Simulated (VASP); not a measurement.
Here is a VASP 6.6.1 calculation.

Contents of INCAR:

```
ALGO     = Normal         # electronic algorithm
EDIFF    = 1E-7           # SCF threshold, eV
ENCUT    = 520            # plane-wave cutoff, eV
GGA      = PE             # functional
ISIF     = 2              # what is computed and relaxed
ISMEAR   = -1             # smearing method
IVDW     = 12             # dispersion correction
LASPH    = True           # aspherical terms in the spheres
LCHARG   = False          # write CHGCAR
LREAL    = Auto         
LWAVE    = False          # write WAVECAR
NBANDS   = 59             # bands
NELM     = 80             # most SCF steps
PREC     = Accurate       # precision mode
SIGMA    = 0.05           # smearing width, eV
```

File KPOINTS:

```
k-points
0
Gamma
  1 1 1
```

POSCAR

```
H16CO10
1.0
    6.9561890000      0.0000000000      0.0000000000
    0.0000000000      6.9561890000      0.0000000000
    0.0000000000      0.0000000000      6.9561890000
O H C
10 16 1
Direct
    0.5595880158      0.8684065370      0.8416102553
    0.0649924837      0.2926027456      0.0731003715
    0.3342203612      0.0950664221      0.5676096495
    1.0047168069      0.7226658160      0.3240711257
    0.1154798985      0.8061598096      0.7125453319
    0.6205696826      0.3449733755      0.1301718513
    0.4242696683      0.5123926334      0.7468025955
    0.3317333672      1.0347619940      0.1699062518
    0.8864767763      0.4611145557      0.6096441600
    0.8153458740      0.1595270054      0.7347413936
    0.4981894540      0.9404431076      0.7418286076
    0.6759879583      0.9327664904      0.8633319192
    0.0012506848      0.3973008784      0.1488746209
   -0.0326759379      0.2015902673      0.0438745986
    0.3400425147      0.0265375193      0.4408160848
    0.2387514198      0.0411719693      0.6478403620
    1.1127932263      0.8050385060      0.2767176107
    0.8870086767      0.7970887508      0.2817203500
    0.2133639555      0.7064069133      0.7503533903
    0.0522412488      0.7606176313      0.6030313437
    0.5629806781      0.4269147949      0.0353785672
    0.5362850262      0.2239300859      0.1337513975
    0.5200404992      0.6119730214      0.7251096829
    0.4154286205      0.4430443164      0.6314089511
    0.3921975093      0.9836708002      0.0510480667
    0.2384639060      1.1391582374      0.1398466890
    0.8558421860      0.3101698358      0.6660399825
```

Potentials or basis: VASP PAW PBE potentials, release 64 (O, H, C).

Command:

```bash
$ cat potpaw_PBE.64/O/POTCAR potpaw_PBE.64/H/POTCAR potpaw_PBE.64/C/POTCAR > POTCAR
$ mpirun -np 1 vasp_gam > vasp.out
```

Task: Estimate the pressure.

Result: 0.8 GPa.

Task: Predict the dispersion energy per atom.

Result: -0.031 eV.

Task: What does it give for the largest force?

Result: 3.914 eV/Å.

Task: What does it give for the band gap on the k mesh?

Result: 4.16 eV.

Forces on the atoms (eV/Å):
```
O   -1.174 -1.529  1.008
O    0.527  1.426  0.811
O    2.015  0.879 -1.563
O   -0.619  1.470 -0.928
O    1.766  0.329  2.688
O   -0.273 -1.886  0.711
O    0.005  0.929  1.582
O    0.522 -0.502 -0.081
O    0.694  2.780 -1.369
O    0.444  0.376 -0.523
H   -0.700  0.971 -1.233
H    1.729  0.837  0.145
H    0.446 -0.848 -0.557
H   -1.130 -0.451 -0.248
H   -0.322  0.579  0.946
H   -1.459 -1.313  0.537
H   -0.592 -0.468  0.137
H    1.299 -0.940  0.484
H   -0.817  0.494 -0.476
H   -0.968 -0.928 -1.952
H   -0.512  0.291 -0.704
H    0.773  1.641  0.104
H    0.139  0.360  0.208
H   -0.251 -1.359 -1.614
H   -0.402  0.006  0.272
H   -0.019  0.097 -0.276
C   -1.122 -3.240  1.889
```

Caveat: the k points lie up to 0.90 Å⁻¹ apart.
